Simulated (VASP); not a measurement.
# Lu (P6/mmm) in VASP: relaxation of cell and atoms with PBEsol

Aim: the relaxation of cell and atoms of Lu with PBEsol.

Program: VASP 6.6.1. These are calculated values, not measurements. Logs are shortened: lines on timing, memory, paths and dates and some standing lists are left out, and cuts for length are marked.

## Step 1: The cell of the first run

Symmetry: P6/mmm, No. 191, hexagonal system. Conventional cell: a = 5.503 Å, b = 5.503 Å, c = 3.374 Å, α = 90.00°, β = 90.00°, γ = 120.00°. Within 4.4 Å of Lu (site symmetry 6/mmm) lie 14 Lu at 3.37 to 3.60 Å. Lu (site symmetry -6m2) has 11 Lu at 3.18 to 3.60 Å within 4.2 Å.

This isn't the form of Lu at room conditions, which is hcp.

## Step 2: Relaxation of cell and atoms, PBEsol

The input, INCAR:

```
ALGO = Normal
EDIFF = 1E-7
EDIFFG = -0.01
ENCUT = 600
GGA = PS
IBRION = 2
ISIF = 3
ISMEAR = -1
LASPH = True
LCHARG = False
LREAL = False
LWAVE = False
NELM = 80
NSW = 80
PREC = Accurate
SIGMA = 0.1
```

The input, KPOINTS:

```
k-points
0
Gamma
  7 7 9
```

The input, POSCAR:

```
Lu
1.0
    5.5034237973      0.0000000000      0.0000000000
   -2.7517118986      4.7661048162      0.0000000000
    0.0000000000      0.0000000000      3.3735987877
Lu
3
Direct
    0.0000000000      0.0000000000      0.0000000000
    0.3333333333      0.6666666667      0.5000000000
    0.6666666667      0.3333333333      0.5000000000
```

Potentials or basis: VASP PAW PBE potentials, release 64 (Lu).

Run with:

```bash
$ cat potpaw_PBE.64/Lu/POTCAR > POTCAR
$ mpirun -np 1 vasp_std > vasp.out
```

OUTCAR:

```text
EDIFF = 1E-7
   EDIFFG = -0.01
   ENCUT = 600
   GGA = PS
   IBRION = 2
   ISIF = 3
   ISMEAR = -1
   LASPH = True
   LREAL = False
   NELM = 80
   NSW = 80
   PREC = Accurate

 ion  position               nearest neighbor table
   1  0.000  0.000  0.000-   2 3.60   3 3.60   2 3.60   3 3.60   2 3.60   2 3.60   3 3.60   3 3.60
                             3 3.60   3 3.60   2 3.60   2 3.60
   2  0.333  0.667  0.500-   3 3.18   3 3.18   3 3.18   1 3.60   1 3.60   1 3.60   1 3.60   1 3.60
                             1 3.60
   3  0.667  0.333  0.500-   2 3.18   2 3.18   2 3.18   1 3.60   1 3.60   1 3.60   1 3.60   1 3.60
                             1 3.60

  LATTYP: Found a hexagonal cell.
 ALAT       =     5.5034237973
 C/A-ratio  =     0.6130000000

  Lattice vectors:

 A1 = (   5.5034237973,   0.0000000000,   0.0000000000)
 A2 = (  -2.7517118986,   4.7661048162,   0.0000000000)
 A3 = (   0.0000000000,   0.0000000000,   3.3735987877)

Analysis of symmetry for initial positions (statically):
=====================================================================
 Subroutine PRICEL returns:
 Original cell was already a primitive cell.

 Routine SETGRP: Setting up the symmetry group for a
 hexagonal supercell.

 Subroutine GETGRP returns: Found 24 space group operations
 (whereof 24 operations were pure point group operations)
 out of a pool of 24 trial point group operations.

The static configuration has the point symmetry D_6h.

Analysis of symmetry for dynamics (positions and initial velocities):
=====================================================================
 Subroutine PRICEL returns:
 Original cell was already a primitive cell.

 Routine SETGRP: Setting up the symmetry group for a
 hexagonal supercell.

 Subroutine GETGRP returns: Found 24 space group operations
 (whereof 24 operations were pure point group operations)
 out of a pool of 24 trial point group operations.

The dynamic configuration has the point symmetry D_6h.

 Subroutine INISYM returns: Found 24 space group operations
 (whereof 24 operations are pure point group operations),
 and found     1 'primitive' translations

----------------------------------------------------------------------------------------

                                     Primitive cell

  volume of cell :      88.4891

  direct lattice vectors                    reciprocal lattice vectors
     5.503423797  0.000000000  0.000000000     0.181705069  0.104907470  0.000000000
    -2.751711899  4.766104816  0.000000000     0.000000000  0.209814941  0.000000000
     0.000000000  0.000000000  3.373598788     0.000000000  0.000000000  0.296419362
[... 98 lines left out ...]
   NUPDOWN=      -1.0000    fix difference up-down
   EMIN   =  10.00;   EMAX   =-10.00  energy-range for DOS
   EFERMI =   0.00;   METHOD = LEGACY
   ISMEAR =    -1;   SIGMA  =   0.10  broadening in eV -4-tet -1-fermi 0-gaus
   EFERMI_NEDOS =   21; number of points for ismear=-14 and -15
   IALGO  =     38    algorithm
   IMIX   =      4    mixing-type and parameters
     AMIX     =   0.40;   BMIX     =  1.00
     AMIX_MAG =   1.60;   BMIX_MAG =  1.00
  volume/ion in A,a.u.               =      29.50       199.05
  Fermi-wavevector in a.u.,A,eV,Ry     =   1.549287  2.927728 32.657938  2.400291
  Thomas-Fermi vector in A             =   2.654116
   LORBIT       =      0    0 simple, 1 ext, 2 COOP (PROOUT), +10 PAW based schemes
   GGA     = PS    functional components
   LHFCALC =     F    Hartree Fock is set to
   AEXX    =    0.0000 exact exchange contribution
   IVDW    =     0    specifies the selected vdW correction
   LEPSILON=     F    determine dielectric tensor
   LRPA    =     F    only Hartree local field effects (RPA)
 conjugate gradient relaxation of ions
 non-spin polarized calculation
  energy-cutoff  :      600.00
  volume of cell :       88.49
 maximum number of plane-waves:      2967
 NGX is ok and might be reduce to    48
   NGX = 21   NGY = 21   NGZ = 13

--------------------------------------- Ionic step        1  -------------------------------------------

 number of electron      75.0000027 magnetization

 Free energy of the ion-electron system (eV)
  ---------------------------------------------------
  ext. energy  EPLUGINS =         0.00000000
  ---------------------------------------------------
  free energy    TOTEN  =       -14.60444414 eV

  energy without entropy =      -14.42830593  energy(sigma->0) =      -14.51637504

------------------------ aborting loop because EDIFF is reached ----------------------------------------

  FORCE on cell =-STRESS in cart. coord.  units (eV):
  Direction    XX          YY          ZZ          XY          YZ          ZX
  --------------------------------------------------------------------------------------
  -------------------------------------------------------------------------------------
  Total       -1.9861625     -1.9861625     -0.9682166     -0.0000000      0.0000000     -0.0000000
  in kB      -35.9612991    -35.9612991    -17.5304530     -0.0000000      0.0000000     -0.0000000
  external PRESSURE =     -29.8176838 kB  Pullay stress =       0.0000000 kB
[... 172 lines left out ...]
--------------------------------------- Ionic step        6  -------------------------------------------

 number of electron      75.0000019 magnetization

 Free energy of the ion-electron system (eV)
  ---------------------------------------------------
  ext. energy  EPLUGINS =         0.00000000
  ---------------------------------------------------
  free energy    TOTEN  =       -14.67199618 eV

  energy without entropy =      -14.51348815  energy(sigma->0) =      -14.59274217

 E-fermi :   2.2356     XC(G=0): -11.0492

 val. band max:        2.2217155876   @ k =   0.1429   0.1429   0.2222
 cond. band min:       2.2437595777   @ k =   0.4286  -0.0000   0.3333
 fundamental gap:      0.0220439900
 Fermi energy:         2.2355639173

 k-point     1 :       0.0000    0.0000    0.0000
  band No.  band energies     occupation
      1     -53.8521      2.00000
      2     -53.7842      2.00000
      3     -53.7017      2.00000
      4     -24.7722      2.00000
      5     -24.7722      2.00000
      6     -24.4953      2.00000
[... 1141 lines left out ...]
     44       5.0418      0.00000
     45       6.5208      0.00000

 [... further k-points ...]

------------------------ aborting loop because EDIFF is reached ----------------------------------------

  FORCE on cell =-STRESS in cart. coord.  units (eV):
  Direction    XX          YY          ZZ          XY          YZ          ZX
  --------------------------------------------------------------------------------------
  -------------------------------------------------------------------------------------
  Total       -0.0270730     -0.0270730     -0.0178376     -0.0000000     -0.0000000      0.0000000
  in kB       -0.5253319     -0.5253319     -0.3461254     -0.0000000     -0.0000000      0.0000000
  external PRESSURE =      -0.4655964 kB  Pullay stress =       0.0000000 kB
[... 18 lines left out ...]
  FREE ENERGIE OF THE ION-ELECTRON SYSTEM (eV)
  ---------------------------------------------------
  free  energy   TOTEN  =       -14.6719961826 eV

  energy  without entropy=      -14.5134881548  energy(sigma->0) =      -14.59274217

 reached required accuracy - stopping structural energy minimisation
```

CONTCAR:

```text
Lu
   1.00000000000000
     5.3347765160536120   -0.0000000000017566   -0.0000000000000000
    -2.6673882579798600    4.6200519863672342    0.0000000000000000
     0.0000000000000000    0.0000000000000000    3.3500391916589347
  Lu
     3
Direct
     0.0000000000000000    0.0000000000000000    0.0000000000000000
     0.3333333332999970    0.6666666667000030    0.5000000000000000
     0.6666666667000030    0.3333333332999970    0.5000000000000000

  0.00000000E+00  0.00000000E+00  0.00000000E+00
  0.00000000E+00  0.00000000E+00  0.00000000E+00
  0.00000000E+00  0.00000000E+00  0.00000000E+00
```

Wall time 11 min (1 thread of Intel Xeon 6975P-C (Granite Rapids), shared host); peak memory 0.35 GiB.

Results:

```yaml
Free_energy: -14.6720 eV
Relaxed_volume: 27.52 Å³/atom
Relaxed_cell: a = 5.335 Å, b = 5.335 Å, c = 3.350 Å, α = 90.00°, β = 90.00°, γ = 120.00°
Space_group_after_relaxing_to_0.1_Å: P6/mmm (No. 191)
Energy_gained_by_relaxing: 22.5 meV/atom
Ionic_steps: 6
Pressure_after_relaxing: 0.0 GPa
Band_gap_on_the_k_mesh: zero (an odd number of electrons rules out a gap without spin polarisation)
```

Step by step:
```tsv
step	energy change (eV)	largest force (eV/Å)	pressure (GPa)	volume (Å³)
1	0.0000	0.0000	-2.98	88.49
2	-0.0656	0.0000	0.47	81.64
3	-0.0664	0.0000	0.12	82.26
4	-0.0663	0.0000	0.04	82.38
5	-0.0674	0.0000	-0.03	82.50
6	-0.0676	0.0000	-0.05	82.57
```

Final structure:
```yaml
crystal:
  lattice:
    - [5.33478, 0.00000, 0.00000]
    - [-2.66739, 4.62005, 0.00000]
    - [0.00000, 0.00000, 3.35004]
  atoms:
    - { symbol: Lu, position: [0.00000, 0.00000, 0.00000] }
    - { symbol: Lu, position: [0.33333, 0.66667, 0.50000] }
    - { symbol: Lu, position: [0.66667, 0.33333, 0.50000] }
```

Caveat: the PAW data sets were made with another functional, which shifts forces and pressure a little; spin-orbit coupling is left out, which moves the levels of the heavy elements.

The gap in the log of VASP goes by the Fermi energy; the results here count the filled bands.